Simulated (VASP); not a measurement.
# GeHS in VASP: further runs, part 2 of 2

VASP 6.6.1. The steps go on from the part before.

**3. Single point, PBE**

This run uses another cell than the first one.

INCAR reads:

```
SYSTEM = GeHS
ALGO = Normal
EDIFF = 1E-6
ENCUT = 520
GGA = PE
ISIF = 2
ISMEAR = 0
LASPH = .TRUE.
LCHARG = .FALSE.
LREAL = .FALSE.
LWAVE = .FALSE.
NBANDS = 54
NELM = 80
PREC = Accurate
SIGMA = 0.05
```

KPOINTS reads:

```
k-points
0
G
  1 1 6
  0 0 0
```

POSCAR reads:

```
GeHS
1.0
   16.5000000000      0.0000000000      0.0000000000
    0.0000000000     10.7000000000      0.0000000000
    0.0000000000      0.0000000000      6.0522930934
Ge S H
4 4 4
Direct
    0.5529438340      0.4367836115      0.3333333333
    0.6588315021      0.4367836115      0.8333333333
    0.3411684979      0.4367836115      0.3333333333
    0.4470561660      0.4367836115      0.8333333333
    0.6588315021      0.5632163885      0.1666666667
    0.4470561660      0.5632163885      0.1666666667
    0.5529438340      0.5632163885      0.6666666667
    0.3411684979      0.5632163885      0.6666666667
    0.7259641094      0.5169417840      0.7276669410
    0.2740358906      0.5169417840      0.2276669410
    0.7176815150      0.4929478606      0.2592962964
    0.2823184850      0.4929478606      0.7592962964
```

Potentials or basis: VASP PAW PBE potentials, release 64 (Ge_d, S, H).

Run with:

```sh
$ cat potpaw_PBE.64/Ge_d/POTCAR potpaw_PBE.64/S/POTCAR potpaw_PBE.64/H/POTCAR > POTCAR
$ mpirun -np 1 vasp_std > vasp.out
```

OUTCAR:

```text
SYSTEM = GeHS
   EDIFF = 1E-6
   ENCUT = 520
   GGA = PE
   ISIF = 2
   ISMEAR = 0
   LASPH = .TRUE.
   LREAL = .FALSE.
   NELM = 80
   PREC = Accurate

 ion  position               nearest neighbor table
   1  0.553  0.437  0.333-   6 2.43   5 2.43   7 2.43
   2  0.659  0.437  0.833-   9 1.54   7 2.43   5 2.43
   3  0.341  0.437  0.333-  10 1.54   6 2.43   8 2.43
   4  0.447  0.437  0.833-   7 2.43   8 2.43   6 2.43
   5  0.659  0.563  0.167-  11 1.35   1 2.43   2 2.43
   6  0.447  0.563  0.167-   1 2.43   3 2.43   4 2.43
   7  0.553  0.563  0.667-   4 2.43   2 2.43   1 2.43
   8  0.341  0.563  0.667-  12 1.35   4 2.43   3 2.43
   9  0.726  0.517  0.728-   2 1.54
  10  0.274  0.517  0.228-   3 1.54
  11  0.718  0.493  0.259-   5 1.35
  12  0.282  0.493  0.759-   8 1.35

  LATTYP: Found a simple orthorhombic cell.
 ALAT       =     6.0522930934
 B/A-ratio  =     1.7679249559
 C/A-ratio  =     2.7262394179

  Lattice vectors:

 A1 = (   0.0000000000,   0.0000000000,  -6.0522930934)
 A2 = (   0.0000000000,  10.7000000000,   0.0000000000)
 A3 = (  16.5000000000,   0.0000000000,   0.0000000000)

Analysis of symmetry for initial positions (statically):
=====================================================================
 Subroutine PRICEL returns:
 Original cell was already a primitive cell.

 Routine SETGRP: Setting up the symmetry group for a
 simple orthorhombic supercell.

 Subroutine GETGRP returns: Found  2 space group operations
 (whereof  1 operations were pure point group operations)
 out of a pool of  8 trial point group operations.

The static configuration has the point symmetry C_1 .
 The point group associated with its full space group is C_1h.

Analysis of symmetry for dynamics (positions and initial velocities):
=====================================================================
[... 138 lines left out ...]
   IVDW    =     0    specifies the selected vdW correction
   LEPSILON=     F    determine dielectric tensor
   LRPA    =     F    only Hartree local field effects (RPA)
 non-spin polarized calculation
 Gauss-broadening in eV      SIGMA  =   0.05
  energy-cutoff  :      520.00
  volume of cell :     1068.53
 maximum number of plane-waves:     28789
 NGX is ok and might be reduce to   126
   NGX = 61   NGY = 39   NGZ = 23

 number of electron      83.9999948 magnetization

 Free energy of the ion-electron system (eV)
  ---------------------------------------------------
  ext. energy  EPLUGINS =         0.00000000
  ---------------------------------------------------
  free energy    TOTEN  =       -48.30043338 eV

  energy without entropy =      -48.30043338  energy(sigma->0) =      -48.30043338

 E-fermi :  -3.7351     XC(G=0):  -2.6544

 val. band max:       -3.9593424138   @ k =   0.0000   0.0000   0.5000
 cond. band min:      -1.1493201352   @ k =   0.0000   0.0000   0.3333
 fundamental gap:      2.8100222786
 Fermi energy:        -3.7351374815

 k-point     1 :       0.0000    0.0000    0.0000
  band No.  band energies     occupation
      1     -27.7064      2.00000
      2     -27.7020      2.00000
      3     -27.6990      2.00000
      4     -27.6914      2.00000
      5     -27.6491      2.00000
      6     -27.6465      2.00000
[... 217 lines left out ...]
     53       1.2246      0.00000
     54       1.2246      0.00000

------------------------ aborting loop because EDIFF is reached ----------------------------------------

  FORCE on cell =-STRESS in cart. coord.  units (eV):
  Direction    XX          YY          ZZ          XY          YZ          ZX
  --------------------------------------------------------------------------------------
  -------------------------------------------------------------------------------------
  Total        0.8508303      2.4265888      1.6209837      0.0000000     -0.2689789      0.0000000
  in kB        1.2757508      3.6384725      2.4305332      0.0000000     -0.4033120      0.0000000
  external PRESSURE =       2.4482522 kB  Pullay stress =       0.0000000 kB

 VOLUME and BASIS-vectors are now :
 -----------------------------------------------------------------------------
  energy-cutoff  :      520.00
  volume of cell :     1068.53
      direct lattice vectors                 reciprocal lattice vectors
    16.500000000  0.000000000  0.000000000     0.060606061  0.000000000  0.000000000
     0.000000000 10.700000000  0.000000000     0.000000000  0.093457944  0.000000000
     0.000000000  0.000000000  6.052293093     0.000000000  0.000000000  0.165226631

 POSITION                                       TOTAL-FORCE (eV/Angst)
 -----------------------------------------------------------------------------------
      9.12357      4.67358      2.01743        -0.302288     -0.207294      0.062927
     10.87072      4.67358      5.04358        -0.722446     -0.943602      0.133536
      5.62928      4.67358      2.01743         0.722446     -0.943602      0.133536
      7.37643      4.67358      5.04358         0.302288     -0.207294      0.062927
     10.87072      6.02642      1.00872         0.125409      0.482805      0.020677
      7.37643      6.02642      1.00872         0.142240      0.094275      0.079252
      9.12357      6.02642      4.03486        -0.142240      0.094275      0.079252
      5.62928      6.02642      4.03486        -0.125409      0.482805      0.020677
     11.97841      5.53128      4.40405         0.574921      0.607118     -0.355965
      4.52159      5.53128      1.37791        -0.574921      0.607118     -0.355965
     11.84174      5.27454      1.56934         0.079020     -0.033302      0.059574
      4.65826      5.27454      4.59548        -0.079020     -0.033302      0.059574
 -----------------------------------------------------------------------------------
    total drift:                                0.000000     -0.005436      0.000325

  FREE ENERGIE OF THE ION-ELECTRON SYSTEM (eV)
  ---------------------------------------------------
  free  energy   TOTEN  =       -48.3004333825 eV

  energy  without entropy=      -48.3004333825  energy(sigma->0) =      -48.30043338
```

stdout:

```text
POSCAR found type information on POSCAR GeS H
 POSCAR found :  3 types and      12 ions
 scaLAPACK will be used
 LDA part: xc-table for (Slater+PW92), standard interpolation
 POSCAR, INCAR and KPOINTS ok, starting setup
 FFT: planning ... GRIDC
 FFT: planning ... GRID_SOFT
 FFT: planning ... GRID
 WAVECAR not read
 entering main loop
```

It took 6.1 min on 1 thread of Intel Xeon Platinum 8488C (Sapphire Rapids), shared host; peak memory 1 GiB.

Results:

| Quantity | Value |
| --- | --- |
| Free energy | -48.3004 eV |
| Largest force | 1.196 eV/Å |
| Band gap on the k mesh | 2.81 eV (least direct gap 2.82 eV) |

Forces on the atoms (eV/Å):
```
Ge  -0.302 -0.207  0.063
Ge  -0.722 -0.944  0.134
Ge   0.722 -0.944  0.134
Ge   0.302 -0.207  0.063
S    0.125  0.483  0.021
S    0.142  0.094  0.079
S   -0.142  0.094  0.079
S   -0.125  0.483  0.021
H    0.575  0.607 -0.356
H   -0.575  0.607 -0.356
H    0.079 -0.033  0.060
H   -0.079 -0.033  0.060
```

**4. Single point, PBE**

INCAR reads:

```
PREC     = Accurate       # precision mode
ENCUT    = 520            # plane-wave cutoff, eV
EDIFF    = 1E-6           # SCF threshold, eV
ISMEAR   = 0              # smearing method
SIGMA    = 0.05           # smearing width, eV
LREAL    = False          # projectors in reciprocal space
LASPH    = True           # aspherical terms in the spheres
NELM     = 100            # most SCF steps
ALGO     = Normal         # electronic algorithm
ISIF     = 2              # what is computed and relaxed
LWAVE    = False          # write WAVECAR
LCHARG   = False          # write CHGCAR
GGA      = PE             # functional
NBANDS   = 54             # bands
```

KPOINTS reads:

```
Automatic mesh
0
Gamma
  1 1 6
```

POSCAR reads:

```
GeHS
1.0
   16.5000000000      0.0000000000      0.0000000000
    0.0000000000     10.7000000000      0.0000000000
    0.0000000000      0.0000000000      6.1193139101
Ge S H
4 4 4
Direct
    0.5559773800      0.4412399786      0.3358854885
    0.6463290842      0.4268673348      0.8473012965
    0.3536709158      0.4268673348      0.3473012965
    0.4440226200      0.4412399786      0.8358854885
    0.6602360071      0.5738869970      0.1599666072
    0.4508713124      0.5645353998      0.1729666932
    0.5491286876      0.5645353998      0.6729666932
    0.3397639929      0.5738869970      0.6599666072
    0.7194396966      0.4944923811      0.7202287147
    0.2805603034      0.4944923811      0.2202287147
    0.7223592914      0.5088675533      0.2506144374
    0.2776407086      0.5088675533      0.7506144374
```

Potentials or basis: VASP PAW PBE potentials, release 64 (Ge_d, S, H).

Run with:

```sh
$ cat potpaw_PBE.64/Ge_d/POTCAR potpaw_PBE.64/S/POTCAR potpaw_PBE.64/H/POTCAR > POTCAR
$ mpirun -np 1 vasp_std > vasp.out
```

OUTCAR:

```text
PREC = Accurate
   ENCUT = 520
   EDIFF = 1E-6
   ISMEAR = 0
   LREAL = False
   LASPH = True
   NELM = 100
   ISIF = 2
   GGA = PE

 ion  position               nearest neighbor table
   1  0.556  0.441  0.336-   6 2.40   7 2.45   5 2.48
   2  0.646  0.427  0.847-   9 1.61   7 2.42   5 2.49
   3  0.354  0.427  0.347-  10 1.61   6 2.42   8 2.49
   4  0.444  0.441  0.836-   7 2.40   6 2.45   8 2.48
   5  0.660  0.574  0.160-  11 1.36   1 2.48   2 2.49
   6  0.451  0.565  0.173-   1 2.40   3 2.42   4 2.45
   7  0.549  0.565  0.673-   4 2.40   2 2.42   1 2.45
   8  0.340  0.574  0.660-  12 1.36   4 2.48   3 2.49
   9  0.719  0.494  0.720-   2 1.61
  10  0.281  0.494  0.220-   3 1.61
  11  0.722  0.509  0.251-   5 1.36
  12  0.278  0.509  0.751-   8 1.36

  LATTYP: Found a simple orthorhombic cell.
 ALAT       =     6.1193139101
 B/A-ratio  =     1.7485620377
 C/A-ratio  =     2.6963807123

  Lattice vectors:

 A1 = (   0.0000000000,   0.0000000000,  -6.1193139101)
 A2 = (   0.0000000000,  10.7000000000,   0.0000000000)
 A3 = (  16.5000000000,   0.0000000000,   0.0000000000)

Analysis of symmetry for initial positions (statically):
=====================================================================
 Subroutine PRICEL returns:
 Original cell was already a primitive cell.

 Routine SETGRP: Setting up the symmetry group for a
 simple orthorhombic supercell.

 Subroutine GETGRP returns: Found  2 space group operations
 (whereof  1 operations were pure point group operations)
 out of a pool of  8 trial point group operations.

The static configuration has the point symmetry C_1 .
 The point group associated with its full space group is C_1h.

Analysis of symmetry for dynamics (positions and initial velocities):
=====================================================================
 Subroutine PRICEL returns:
 Original cell was already a primitive cell.

 Routine SETGRP: Setting up the symmetry group for a
 simple orthorhombic supercell.

 Subroutine GETGRP returns: Found  2 space group operations
 (whereof  1 operations were pure point group operations)
 out of a pool of  8 trial point group operations.

The dynamic configuration has the point symmetry C_1 .
 The point group associated with its full space group is C_1h.

 Subroutine INISYM returns: Found  2 space group operations
 (whereof  1 operations are pure point group operations),
 and found     1 'primitive' translations

----------------------------------------------------------------------------------------

                                     Primitive cell

  volume of cell :    1080.3649

  direct lattice vectors                    reciprocal lattice vectors
    16.500000000  0.000000000  0.000000000     0.060606061  0.000000000  0.000000000
     0.000000000 10.700000000  0.000000000     0.000000000  0.093457944  0.000000000
     0.000000000  0.000000000  6.119313910     0.000000000  0.000000000  0.163417013

[... 49 lines left out ...]

  Shift w.r.t. Gamma in fractional coordinates (k-lattice)
     0.000000000  0.000000000  0.000000000

 Subroutine IBZKPT returns following result:
 ===========================================

 Found      4 irreducible k-points:

 Following reciprocal coordinates:
            Coordinates               Weight
  0.000000  0.000000  0.000000      1.000000
  0.000000  0.000000  0.166667      2.000000
  0.000000  0.000000  0.333333      2.000000
  0.000000  0.000000  0.500000      1.000000
   k-points           NKPTS =      4   k-points in BZ     NKDIM =      4   number of bands    NBANDS=     54
   number of dos      NEDOS =    301   number of ions     NIONS =     12
   total plane-waves  NPLWV = 483840
   dimension x,y,z NGX =   126 NGY =   80 NGZ =   48
   dimension x,y,z NGXF=   252 NGYF=  160 NGZF=   96
   ions per type =               4   4   4
   NGX,Y,Z   is equivalent  to a cutoff of  12.70, 12.43, 13.04 a.u.
   NGXF,Y,Z  is equivalent  to a cutoff of  25.39, 24.86, 26.08 a.u.
 SYSTEM =  unknown system
   PREC   = accura    normal or accurate (medium, high low for compatibility)
   ISTART =      0    job   : 0-new  1-cont  2-samecut
   ICHARG =      2    charge: 1-file 2-atom 10-const
   ISPIN  =      1    spin polarized calculation?
   LNONCOLLINEAR =      F non collinear calculations
   LSORBIT =      F    spin-orbit coupling
   LASPH  =      T    aspherical Exc in radial PAW
   ENCUT  =  520.0 eV  38.22 Ry    6.18 a.u.  30.68 19.89 11.38*2*pi/ulx,y,z
   NELM   =    100;   NELMIN=  2; NELMDL= -5     # of ELM steps
   EDIFF  = 0.1E-05   stopping-criterion for ELM
   LREAL  =      F    real-space projection
[... 7 lines left out ...]
   TEBEG  =    0.0;   TEEND  =   0.0 temperature during run
   PSTRESS=    0.0 pullay stress
   NELECT =      84.0000    total number of electrons
   NUPDOWN=      -1.0000    fix difference up-down
   EMIN   =  10.00;   EMAX   =-10.00  energy-range for DOS
   EFERMI =   0.00;   METHOD = LEGACY
   ISMEAR =     0;   SIGMA  =   0.05  broadening in eV -4-tet -1-fermi 0-gaus
   EFERMI_NEDOS =   21; number of points for ismear=-14 and -15
   IALGO  =     38    algorithm
   IMIX   =      4    mixing-type and parameters
     AMIX     =   0.40;   BMIX     =  1.00
     AMIX_MAG =   1.60;   BMIX_MAG =  1.00
  volume/ion in A,a.u.               =      90.03       607.56
  Fermi-wavevector in a.u.,A,eV,Ry     =   0.698733  1.320413  6.642738  0.488227
  Thomas-Fermi vector in A             =   1.782418
   LORBIT       =      0    0 simple, 1 ext, 2 COOP (PROOUT), +10 PAW based schemes
   GGA     = PE    functional components
   LHFCALC =     F    Hartree Fock is set to
   AEXX    =    0.0000 exact exchange contribution
   IVDW    =     0    specifies the selected vdW correction
   LEPSILON=     F    determine dielectric tensor
   LRPA    =     F    only Hartree local field effects (RPA)
 non-spin polarized calculation
 Gauss-broadening in eV      SIGMA  =   0.05
  energy-cutoff  :      520.00
  volume of cell :     1080.36
 maximum number of plane-waves:     29123
 NGX is ok and might be reduce to   126
   NGX = 61   NGY = 39   NGZ = 23

 number of electron      84.0000040 magnetization

 Free energy of the ion-electron system (eV)
  ---------------------------------------------------
  ext. energy  EPLUGINS =         0.00000000
  ---------------------------------------------------
  free energy    TOTEN  =       -48.44159186 eV

  energy without entropy =      -48.44159186  energy(sigma->0) =      -48.44159186

 E-fermi :  -3.8673     XC(G=0):  -2.6350

 val. band max:       -4.1293258264   @ k =   0.0000   0.0000   0.5000
 cond. band min:      -1.1150647622   @ k =   0.0000   0.0000   0.3333
 fundamental gap:      3.0142610642
 Fermi energy:        -3.8672886027

 k-point     1 :       0.0000    0.0000    0.0000
  band No.  band energies     occupation
      1     -27.7072      2.00000
      2     -27.7041      2.00000
      3     -27.7030      2.00000
      4     -27.6948      2.00000
      5     -27.6485      2.00000
      6     -27.6483      2.00000
[... 217 lines left out ...]
     53       1.1072      0.00000
     54       1.1072      0.00000

------------------------ aborting loop because EDIFF is reached ----------------------------------------

  FORCE on cell =-STRESS in cart. coord.  units (eV):
  Direction    XX          YY          ZZ          XY          YZ          ZX
  --------------------------------------------------------------------------------------
  -------------------------------------------------------------------------------------
  Total       -0.3151061     -0.0921386     -0.1675777      0.0000000      0.0584945      0.0000000
  in kB       -0.4673013     -0.1366412     -0.2485172      0.0000000      0.0867472      0.0000000
  external PRESSURE =      -0.2841532 kB  Pullay stress =       0.0000000 kB

 VOLUME and BASIS-vectors are now :
 -----------------------------------------------------------------------------
  energy-cutoff  :      520.00
  volume of cell :     1080.36
      direct lattice vectors                 reciprocal lattice vectors
    16.500000000  0.000000000  0.000000000     0.060606061  0.000000000  0.000000000
     0.000000000 10.700000000  0.000000000     0.000000000  0.093457944  0.000000000
     0.000000000  0.000000000  6.119313910     0.000000000  0.000000000  0.163417013

 POSITION                                       TOTAL-FORCE (eV/Angst)
 -----------------------------------------------------------------------------------
      9.17363      4.72127      2.05539        -0.011893     -0.027722     -0.009182
     10.66443      4.56748      5.18490         0.011639     -0.001891     -0.003233
      5.83557      4.56748      2.12525        -0.011639     -0.001891     -0.003233
      7.32637      4.72127      5.11505         0.011893     -0.027722     -0.009182
     10.89389      6.14059      0.97889         0.059623     -0.016723      0.022611
      7.43938      6.04053      1.05844         0.002700      0.017168      0.008107
      9.06062      6.04053      4.11809        -0.002700      0.017168      0.008107
      5.60611      6.14059      4.03854        -0.059623     -0.016723      0.022611
     11.87075      5.29107      4.40731        -0.017277     -0.004670      0.011592
      4.62925      5.29107      1.34765         0.017277     -0.004670      0.011592
     11.91893      5.44488      1.53359        -0.058199      0.033839     -0.029895
      4.58107      5.44488      4.59325         0.058199      0.033839     -0.029895
 -----------------------------------------------------------------------------------
    total drift:                                0.000000      0.001585      0.003126

  FREE ENERGIE OF THE ION-ELECTRON SYSTEM (eV)
  ---------------------------------------------------
  free  energy   TOTEN  =       -48.4415918592 eV

  energy  without entropy=      -48.4415918592  energy(sigma->0) =      -48.44159186
```

It took 7 min on 1 thread of Intel Xeon Platinum 8488C (Sapphire Rapids), shared host; peak memory 1 GiB.

Results:

| Property | Result |
| --- | --- |
| Free energy | -48.4416 eV |
| Largest force | 0.074 eV/Å |
| Band gap on the k mesh | 3.01 eV |

Forces on the atoms (eV/Å):
```
Ge  -0.012 -0.028 -0.009
Ge   0.012 -0.002 -0.003
Ge  -0.012 -0.002 -0.003
Ge   0.012 -0.028 -0.009
S    0.060 -0.017  0.023
S    0.003  0.017  0.008
S   -0.003  0.017  0.008
S   -0.060 -0.017  0.023
H   -0.017 -0.005  0.012
H    0.017 -0.005  0.012
H   -0.058  0.034 -0.030
H    0.058  0.034 -0.030
```
